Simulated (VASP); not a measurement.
A run of VASP 6.6.1:

The input INCAR:

```
ALGO     = Normal         # electronic algorithm
EDIFF    = 1E-7           # SCF threshold, eV
ENCUT    = 520            # plane-wave cutoff, eV
GGA      = PE             # functional
ISIF     = 2              # what is computed and relaxed
ISMEAR   = -1             # smearing method
LASPH    = True           # aspherical terms in the spheres
LCHARG   = False          # write CHGCAR
LREAL    = False          # projectors in reciprocal space
LWAVE    = False          # write WAVECAR
NBANDS   = 14             # bands
NELM     = 60             # most SCF steps
PREC     = Accurate       # precision mode
SIGMA    = 0.1            # smearing width, eV
```

File KPOINTS:

```
k-points
0
Gamma
  16 16 16
```

The input POSCAR:

```
Re
1.0
    0.0000000000      2.8631564576      2.8631564576
    2.8631564576      0.0000000000      2.8631564576
    2.8631564576      2.8631564576      0.0000000000
Re
2
Direct
    0.1250000000      0.1250000000      0.1250000000
    0.8750000000      0.8750000000      0.8750000000
```

Potentials or basis: VASP PAW PBE potentials, release 64 (Re).

Run with:

```bash
$ cat potpaw_PBE.64/Re/POTCAR > POTCAR
$ mpirun -np 1 vasp_std > vasp.out
```

Hardware: 1 thread of Intel(R) Xeon(R) Platinum 8488C (Sapphire Rapids), on a shared host.

Task: How long does it take, and how much memory?

Result: Wall time 90 s on 1 thread of Intel(R) Xeon(R) Platinum 8488C (Sapphire Rapids) (shared host), peak memory 0.23 GiB. Counts: scf iterations 13, k points 145.
